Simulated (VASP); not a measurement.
# Pb (P6_3/mmc) in VASP: a series of runs

The runs below take Pb through single point, with r2SCAN.

Program: VASP 6.6.1. These are calculated values, not measurements. Logs are shortened: lines on timing, memory, paths and dates and some standing lists are left out, and cuts for length are marked.

**1. The cell of the first run**

Symmetry: P6_3/mmc, No. 194, hexagonal system. The conventional cell has a = 3.202 Å, b = 3.202 Å, c = 6.037 Å, α = 90.00°, β = 90.00°, γ = 120.00°. Within 4.2 Å of Pb (site symmetry -6m2) lie 12 Pb at 3.20 to 3.54 Å.

This isn't the form of Pb at room conditions, which is fcc.

**2. Single point, r2SCAN (strain -0.080 along x and y, +0.080 along z)**

File POSCAR:

```
Pb
1.0
    3.2016006353      0.0000000000      0.0000000000
   -1.6008003177      2.7726674830      0.0000000000
    0.0000000000      0.0000000000      6.0372000000
Pb
2
Direct
    0.3333333333      0.6666666667      0.2500000000
    0.6666666667      0.3333333333      0.7500000000
```

File INCAR.step1:

```
PREC = Accurate
ENCUT = 520
ISMEAR = 0
SIGMA = 0.15
LREAL = F
LASPH = T
NELM = 60
NBANDS = 21
GGA = PE
ALGO = Normal
EDIFF = 1E-4
LWAVE = T
LCHARG = F
```

File INCAR.step2:

```
PREC = Accurate
ENCUT = 520
EDIFF = 1E-6
ISMEAR = 0
SIGMA = 0.15
LREAL = F
LASPH = T
NELM = 60
ALGO = Normal
ISIF = 2
LWAVE = F
LCHARG = T
METAGGA = R2SCAN
LMIXTAU = T
LELF = T
LVHAR = T
NBANDS = 21
ISTART = 1
```

File KPOINTS:

```
Automatic mesh
0
Gamma
  18 18 10
```

Potentials or basis: VASP PAW PBE potentials, release 64 (Pb_d).

Run with:

```
$ cat potpaw_PBE.64/Pb_d/POTCAR > POTCAR
$ cp INCAR.step1 INCAR
$ mpirun -np 1 vasp_std > vasp.out
$ cp INCAR.step2 INCAR
$ mpirun -np 1 vasp_std > vasp.out
```

OUTCAR:

```text
PREC = Accurate
   ENCUT = 520
   EDIFF = 1E-6
   ISMEAR = 0
   LREAL = F
   LASPH = T
   NELM = 60
   ISIF = 2
   METAGGA = R2SCAN
   ISTART = 1

 ion  position               nearest neighbor table
   1  0.333  0.667  0.250-   2 3.54   2 3.54   2 3.54   2 3.54   2 3.54   2 3.54
   2  0.667  0.333  0.750-   1 3.54   1 3.54   1 3.54   1 3.54   1 3.54   1 3.54

  LATTYP: Found a hexagonal cell.
 ALAT       =     3.2016006353
 C/A-ratio  =     1.8856817847

  Lattice vectors:

 A1 = (   3.2016006353,   0.0000000000,   0.0000000000)
 A2 = (  -1.6008003177,   2.7726674830,   0.0000000000)
 A3 = (   0.0000000000,   0.0000000000,   6.0372000000)

Analysis of symmetry for initial positions (statically):
=====================================================================
 Subroutine PRICEL returns:
 Original cell was already a primitive cell.

 Routine SETGRP: Setting up the symmetry group for a
 hexagonal supercell.

 Subroutine GETGRP returns: Found 24 space group operations
 (whereof 12 operations were pure point group operations)
 out of a pool of 24 trial point group operations.

The static configuration has the point symmetry D_3d.
 The point group associated with its full space group is D_6h.

Analysis of symmetry for dynamics (positions and initial velocities):
=====================================================================
 Subroutine PRICEL returns:
 Original cell was already a primitive cell.

 Routine SETGRP: Setting up the symmetry group for a
 hexagonal supercell.

 Subroutine GETGRP returns: Found 24 space group operations
 (whereof 12 operations were pure point group operations)
 out of a pool of 24 trial point group operations.

The dynamic configuration has the point symmetry D_3d.
 The point group associated with its full space group is D_6h.

 Subroutine INISYM returns: Found 24 space group operations
 (whereof 12 operations are pure point group operations),
 and found     1 'primitive' translations

----------------------------------------------------------------------------------------

                                     Primitive cell

  volume of cell :      53.5921

  direct lattice vectors                    reciprocal lattice vectors
     3.201600635  0.000000000  0.000000000     0.312343766  0.180331757  0.000000000
    -1.600800318  2.772667483  0.000000000     0.000000000  0.360663515  0.000000000
     0.000000000  0.000000000  6.037200000     0.000000000  0.000000000  0.165639701

  length of vectors
     3.201600635  3.201600635  6.037200000     0.360663515  0.360663515  0.165639701

  position of ions in fractional coordinates (direct lattice)
     0.333333333  0.666666667  0.250000000
     0.666666667  0.333333333  0.750000000

  ion indices of the primitive-cell ions
   primitive index   ion index
                 1           1
                 2           2

----------------------------------------------------------------------------------------

 KPOINTS: Automatic mesh

Automatic generation of k-mesh.
 Grid dimensions read from file:
 generate k-points for:   18   18   10

 Generating k-lattice:

  Cartesian coordinates                     Fractional coordinates (reciprocal lattice)
     0.017352431  0.010018431  0.000000000     0.055555556 -0.000000000  0.000000000
     0.000000000  0.020036862  0.000000000     0.000000000  0.055555556  0.000000000
     0.000000000  0.000000000  0.016563970     0.000000000  0.000000000  0.100000000

  Length of vectors
     0.020036862  0.020036862  0.016563970

  Shift w.r.t. Gamma in fractional coordinates (k-lattice)
     0.000000000  0.000000000  0.000000000

 Subroutine IBZKPT returns following result:
 ===========================================

 Found    222 irreducible k-points:

 Following reciprocal coordinates:
            Coordinates               Weight
  0.000000  0.000000  0.000000      1.000000
  0.055556 -0.000000  0.000000      6.000000
  0.111111 -0.000000  0.000000      6.000000
  0.166667 -0.000000  0.000000      6.000000
  0.222222 -0.000000  0.000000      6.000000
  0.277778 -0.000000  0.000000      6.000000
[... 16 lines left out ...]
  0.333333  0.111111  0.000000     12.000000
  0.388889  0.111111  0.000000     12.000000
 [... further k-points ...]
   k-points           NKPTS =    222   k-points in BZ     NKDIM =    222   number of bands    NBANDS=     21
   number of dos      NEDOS =    301   number of ions     NIONS =      2
   total plane-waves  NPLWV =  27648
   dimension x,y,z NGX =    24 NGY =   24 NGZ =   48
   dimension x,y,z NGXF=    48 NGYF=   48 NGZF=   96
   ions per type =               2
   NGX,Y,Z   is equivalent  to a cutoff of  12.46, 12.46, 13.22 a.u.
   NGXF,Y,Z  is equivalent  to a cutoff of  24.92, 24.92, 26.44 a.u.
 SYSTEM =  unknown system
   PREC   = accura    normal or accurate (medium, high low for compatibility)
   ISTART =      1    job   : 0-new  1-cont  2-samecut
   ICHARG =      0    charge: 1-file 2-atom 10-const
   ISPIN  =      1    spin polarized calculation?
   LNONCOLLINEAR =      F non collinear calculations
   LSORBIT =      F    spin-orbit coupling
   LASPH  =      T    aspherical Exc in radial PAW
   ENCUT  =  520.0 eV  38.22 Ry    6.18 a.u.   5.95  5.95 11.23*2*pi/ulx,y,z
   NELM   =     60;   NELMIN=  2; NELMDL=  0     # of ELM steps
   EDIFF  = 0.1E-05   stopping-criterion for ELM
   LREAL  =      F    real-space projection
   EDIFFG = 0.1E-04   stopping-criterion for IOM
   NSW    =      0    number of steps for IOM
   IBRION =     -1    ionic relax: 0-MD 1-quasi-New 2-CG
   NFREE  =      0    steps in history (QN), initial steepest desc. (CG)
   ISIF   =      2    stress and relaxation
   ISYM   =      2    0-nonsym 1-usesym 2-fastsym
   POTIM  = 0.5000    time-step for ionic-motion
   TEBEG  =    0.0;   TEEND  =   0.0 temperature during run
   PSTRESS=    0.0 pullay stress
   NELECT =      28.0000    total number of electrons
   NUPDOWN=      -1.0000    fix difference up-down
   EMIN   =  10.00;   EMAX   =-10.00  energy-range for DOS
   EFERMI =   0.00;   METHOD = LEGACY
   ISMEAR =     0;   SIGMA  =   0.15  broadening in eV -4-tet -1-fermi 0-gaus
   EFERMI_NEDOS =   21; number of points for ismear=-14 and -15
   IALGO  =     38    algorithm
   IMIX   =      4    mixing-type and parameters
     AMIX     =   0.40;   BMIX     =  1.00
     AMIX_MAG =   1.60;   BMIX_MAG =  1.00
  volume/ion in A,a.u.               =      26.80       180.83
  Fermi-wavevector in a.u.,A,eV,Ry     =   1.318542  2.491683 23.654454  1.738553
  Thomas-Fermi vector in A             =   2.448504
   LORBIT       =      0    0 simple, 1 ext, 2 COOP (PROOUT), +10 PAW based schemes
   METAGGA = R2SCAN    functional components
   LHFCALC =     F    Hartree Fock is set to
   AEXX    =    0.0000 exact exchange contribution
   IVDW    =     0    specifies the selected vdW correction
   LEPSILON=     F    determine dielectric tensor
   LRPA    =     F    only Hartree local field effects (RPA)
 non-spin polarized calculation
 Gauss-broadening in eV      SIGMA  =   0.15
  energy-cutoff  :      520.00
  volume of cell :       53.59
 maximum number of plane-waves:      1464
 NGX is ok and might be reduce to    24
   NGX = 11   NGY = 11   NGZ = 23

 number of electron      28.0000005 magnetization

 Free energy of the ion-electron system (eV)
  ---------------------------------------------------
  ext. energy  EPLUGINS =         0.00000000
  ---------------------------------------------------
  free energy    TOTEN  =      -112.17823064 eV

  energy without entropy =     -112.16628565  energy(sigma->0) =     -112.17225815

 E-fermi :   8.7407     XC(G=0): -11.5965

 val. band max:        8.7062805114   @ k =   0.2778  -0.0000   0.1000
 cond. band min:       8.7434749170   @ k =   0.2222   0.1111   0.0000
 fundamental gap:      0.0371944056
 Fermi energy:         8.7407471815

 k-point     1 :       0.0000    0.0000    0.0000
  band No.  band energies     occupation
      1      -9.3276      2.00000
      2      -9.3257      2.00000
      3      -9.2151      2.00000
      4      -9.2151      2.00000
      5      -9.1974      2.00000
      6      -9.1974      2.00000
[... 13 lines left out ...]
     20      19.6061      0.00000
     21      20.1822      0.00000

 k-point     2 :       0.0556   -0.0000    0.0000
  band No.  band energies     occupation
      1      -9.3173      2.00000
      2      -9.3142      2.00000
      3      -9.2173      2.00000
      4      -9.1999      2.00000
      5      -9.1992      2.00000
      6      -9.1818      2.00000
[... 13 lines left out ...]
     20      19.7497      0.00000
     21      20.3919      0.00000

 k-point     3 :       0.1111   -0.0000    0.0000
  band No.  band energies     occupation
      1      -9.3097      2.00000
      2      -9.2804      2.00000
      3      -9.2196      2.00000
      4      -9.1913      2.00000
      5      -9.1531      2.00000
      6      -9.1367      2.00000
[... 13 lines left out ...]
     20      19.1263      0.00000
     21      20.7120      0.00000

 k-point     4 :       0.1667   -0.0000    0.0000
  band No.  band energies     occupation
      1      -9.3307      2.00000
      2      -9.2645      2.00000
      3      -9.2007      2.00000
      4      -9.1356      2.00000
      5      -9.0816      2.00000
      6      -9.0669      2.00000
[... 13 lines left out ...]
     20      19.2415      0.00000
     21      19.3346      0.00000

 k-point     5 :       0.2222   -0.0000    0.0000
  band No.  band energies     occupation
      1      -9.3697      2.00000
      2      -9.2910      2.00000
      3      -9.1387      2.00000
      4      -9.0524      2.00000
      5      -9.0519      2.00000
      6      -8.9928      2.00000
[... 13 lines left out ...]
     20      18.2357      0.00000
     21      19.4851      0.00000
[... 382 lines left out ...]
     20      18.7682      0.00000
     21      19.7135      0.00000

 k-point    22 :       0.2778    0.1111    0.0000
  band No.  band energies     occupation
      1      -9.3899      2.00000
      2      -9.3001      2.00000
      3      -9.1678      2.00000
      4      -9.0680      2.00000
      5      -9.0465      2.00000
      6      -8.9864      2.00000
[... 13 lines left out ...]
     20      19.0160      0.00000
     21      19.4565      0.00000

 k-point    23 :       0.3333    0.1111    0.0000
  band No.  band energies     occupation
      1      -9.4216      2.00000
      2      -9.3243      2.00000
      3      -9.2135      2.00000
      4      -9.0805      2.00000
      5      -9.0175      2.00000
      6      -8.9808      2.00000
[... 13 lines left out ...]
     20      19.2554      0.00000
     21      19.6568      0.00000

 k-point    24 :       0.3889    0.1111    0.0000
  band No.  band energies     occupation
      1      -9.4422      2.00000
      2      -9.3405      2.00000
      3      -9.2429      2.00000
      4      -9.0855      2.00000
      5      -9.0408      2.00000
      6      -8.9351      2.00000
[... 13 lines left out ...]
     20      19.1303      0.00000
     21      20.4466      0.00000

 [... further k-points ...]

------------------------ aborting loop because EDIFF is reached ----------------------------------------

  FORCE on cell =-STRESS in cart. coord.  units (eV):
  Direction    XX          YY          ZZ          XY          YZ          ZX
  --------------------------------------------------------------------------------------
  -------------------------------------------------------------------------------------
  Total        4.6655228      4.6655228      1.3200847     -0.0000000      0.0000000      0.0000000
  in kB      139.4795033    139.4795033     39.4649778     -0.0000000      0.0000000      0.0000000
  external PRESSURE =     106.1413282 kB  Pullay stress =       0.0000000 kB

 VOLUME and BASIS-vectors are now :
 -----------------------------------------------------------------------------
  energy-cutoff  :      520.00
  volume of cell :       53.59
      direct lattice vectors                 reciprocal lattice vectors
     3.201600635  0.000000000  0.000000000     0.312343766  0.180331757  0.000000000
    -1.600800318  2.772667483  0.000000000     0.000000000  0.360663515  0.000000000
     0.000000000  0.000000000  6.037200000     0.000000000  0.000000000  0.165639701

 POSITION                                       TOTAL-FORCE (eV/Angst)
 -----------------------------------------------------------------------------------
     -0.00000      1.84844      1.50930         0.000000     -0.000000      0.000000
      1.60080      0.92422      4.52790        -0.000000      0.000000      0.000000
 -----------------------------------------------------------------------------------
    total drift:                               -0.000000      0.000000      0.000000

  FREE ENERGIE OF THE ION-ELECTRON SYSTEM (eV)
  ---------------------------------------------------
  free  energy   TOTEN  =      -112.1782306409 eV

  energy  without entropy=     -112.1662856504  energy(sigma->0) =     -112.17225815
```

Run time: 13 min. Hardware: 1 thread of Intel Xeon Platinum 8259CL at 2.50GHz (Skylake/Cascade Lake), shared host; peak memory 0.32 GiB.

Results:

- Free energy: -112.1782 eV
- Pressure: 10.6 GPa
- Band gap on the k mesh: zero (bands 14 and 15 overlap by 7.96 eV)

Caveat: the cell differs from its parent crystal (strain -0.080 along x and y, +0.080 along z); the cell stands under pressure; the PAW data sets were made with another functional, which shifts forces and pressure a little; spin-orbit coupling is left out, which moves the levels of the heavy elements.

**3. Single point, r2SCAN (strain +0.000 along x and y, -0.080 along z)**

File POSCAR:

```
Pb
1.0
    3.4800006906      0.0000000000      0.0000000000
   -1.7400003453      3.0137690032      0.0000000000
    0.0000000000      0.0000000000      5.1428000000
Pb
2
Direct
    0.3333333333      0.6666666667      0.2500000000
    0.6666666667      0.3333333333      0.7500000000
```

File INCAR.step1:

```
SYSTEM = Pb
ALGO = Normal
EDIFF = 1E-4
ENCUT = 520
GGA = PE
ISMEAR = 0
LASPH = .TRUE.
LCHARG = .FALSE.
LREAL = .FALSE.
LWAVE = .TRUE.
NBANDS = 21
NELM = 60
PREC = Accurate
SIGMA = 0.15
```

File INCAR.step2:

```
SYSTEM = Pb
ALGO = Normal
EDIFF = 1E-7
ENCUT = 520
ISIF = 2
ISMEAR = 0
ISTART = 1
LASPH = .TRUE.
LCHARG = .TRUE.
LELF = .TRUE.
LMIXTAU = .TRUE.
LREAL = .FALSE.
LVHAR = .TRUE.
LWAVE = .FALSE.
METAGGA = R2SCAN
NBANDS = 21
NELM = 60
PREC = Accurate
SIGMA = 0.15
```

File KPOINTS:

```
k-points
0
G
  18 18 10
  0 0 0
```

Potentials or basis: VASP PAW PBE potentials, release 64 (Pb_d).

Run with:

```
$ cat potpaw_PBE.64/Pb_d/POTCAR > POTCAR
$ cp INCAR.step1 INCAR
$ mpirun -np 1 vasp_std > vasp.out
$ cp INCAR.step2 INCAR
$ mpirun -np 1 vasp_std > vasp.out
```

Run time: 20 min. Hardware: 1 thread of Intel Xeon Platinum 8259CL at 2.50GHz (Skylake/Cascade Lake), shared host; peak memory 0.33 GiB.

Results (log left out):

```
Free energy            : -112.2581 eV
Pressure               : 9.1 GPa
Band gap on the k mesh : zero (bands 14 and 15 overlap by 8.26 eV)
```

Stress tensor (GPa, compression positive):
```
 7.08  0.00  0.00
 0.00  7.08  0.00
 0.00  0.00 13.26
```

Levels at points of the mesh, in eV from the Fermi level:
| k point | band 11 | band 12 | band 13 | band 14 | band 15 | band 16 | band 17 | band 18 |
| --- | --- | --- | --- | --- | --- | --- | --- | --- |
| (0.00, 0.00, 0.00) | -13.24 | -7.54 | -4.73 | 5.17 | 5.17 | 7.68 | 7.68 | 8.80 |
| (0.50, 0.00, 0.00) | -9.36 | -7.81 | -2.64 | -0.93 | -0.71 | 1.33 | 2.10 | 6.24 |
| (0.00, 0.00, 0.50) | -11.57 | -11.57 | 2.50 | 2.50 | 6.40 | 6.40 | 6.40 | 6.40 |
| (0.50, 0.00, 0.50) | -8.11 | -8.11 | -4.44 | -4.44 | 3.30 | 3.30 | 4.76 | 4.76 |

Caveat: the cell differs from its parent crystal (strain +0.000 along x and y, -0.080 along z); the cell stands under pressure; the PAW data sets were made with another functional, which shifts forces and pressure a little; spin-orbit coupling is left out, which moves the levels of the heavy elements.

**4. Single point, r2SCAN (strain -0.040 along x and y, +0.000 along z)**

File POSCAR:

```
Pb
1.0
    3.3408006629      0.0000000000      0.0000000000
   -1.6704003315      2.8932182431      0.0000000000
    0.0000000000      0.0000000000      5.5900000000
Pb
2
Direct
    0.3333333333      0.6666666667      0.2500000000
    0.6666666667      0.3333333333      0.7500000000
```

File INCAR.step1:

```
SYSTEM = Pb
PREC = Accurate
ENCUT = 520
ISMEAR = 0
SIGMA = 0.15
LREAL = .False.
LASPH = .True.
NELM = 60
NBANDS = 21
GGA = PE
ALGO = Normal
EDIFF = 1E-4
LWAVE = .True.
LCHARG = .False.
```

File INCAR.step2:

```
SYSTEM = Pb
PREC = Accurate
ENCUT = 520
EDIFF = 1E-6
ISMEAR = 0
SIGMA = 0.15
LREAL = .False.
LASPH = .True.
NELM = 60
ALGO = Normal
ISIF = 2
LWAVE = .False.
LCHARG = .False.
METAGGA = R2SCAN
LMIXTAU = .True.
NBANDS = 21
ISTART = 1
```

File KPOINTS:

```
regular mesh
0
Gamma
  18 18 10
  0 0 0
```

Run with:

```
$ cat potpaw_PBE.64/Pb_d/POTCAR > POTCAR
$ cp INCAR.step1 INCAR
$ mpirun -np 1 vasp_std > vasp.out
$ cp INCAR.step2 INCAR
$ mpirun -np 1 vasp_std > vasp.out
```

It took 16 min on 1 thread of Intel Xeon Platinum 8259CL at 2.50GHz (Skylake/Cascade Lake), shared host; peak memory 0.33 GiB.

Results (log left out):

| Item | Value |
| --- | --- |
| Free energy | -112.3512 eV |
| Pressure | 8.5 GPa |
| Band gap on the k mesh | zero (bands 14 and 15 overlap by 9.25 eV) |

Stress tensor (GPa, compression positive):
```
8.59 0.00 0.00
0.00 8.59 0.00
0.00 0.00 8.20
```

Levels at points of the mesh, in eV from the Fermi level:
| k point | band 12 | band 13 | band 14 | band 15 | band 16 | band 17 |
| --- | --- | --- | --- | --- | --- | --- |
| (0.00, 0.00, 0.00) | -8.83 | -5.05 | 6.84 | 6.84 | 8.32 | 8.91 |
| (0.50, 0.00, 0.00) | -7.44 | -3.31 | -1.96 | -0.67 | 1.97 | 2.49 |
| (0.00, 0.00, 0.50) | -11.78 | 0.71 | 0.71 | 7.81 | 7.81 | 7.81 |
| (0.50, 0.00, 0.50) | -7.80 | -4.39 | -4.39 | 3.96 | 3.96 | 4.05 |

Caveat: the cell differs from its parent crystal (strain -0.040 along x and y, +0.000 along z); the cell stands under pressure; the PAW data sets were made with another functional, which shifts forces and pressure a little; spin-orbit coupling is left out, which moves the levels of the heavy elements.

**5. The runs side by side**

| cell | gap on the mesh (eV) | pressure (GPa) |
| --- | --- | --- |
| a = 3.202, b = 3.202, c = 6.037 Å, angles 90.0, 90.0, 120.0°, 2 atoms | none | 10.6 |
| a = 3.480, b = 3.480, c = 5.143 Å, angles 90.0, 90.0, 120.0°, 2 atoms | none | 9.1 |
| a = 3.341, b = 3.341, c = 5.590 Å, angles 90.0, 90.0, 120.0°, 2 atoms | none | 8.5 |

Alike in all rows: task single point; level r2SCAN; potentials or basis VASP PAW PBE potentials, release 64 (Pb_d); no spin polarisation; k mesh 18 × 18 × 10; cutoff (eV) 520; smearing gaussian 0.15 eV.

Caveats: the cell stands under pressure; the PAW data sets were made with another functional, which shifts forces and pressure a little; spin-orbit coupling is left out, which moves the levels of the heavy elements.

Absolute energies hang on the potentials; compare differences alone.
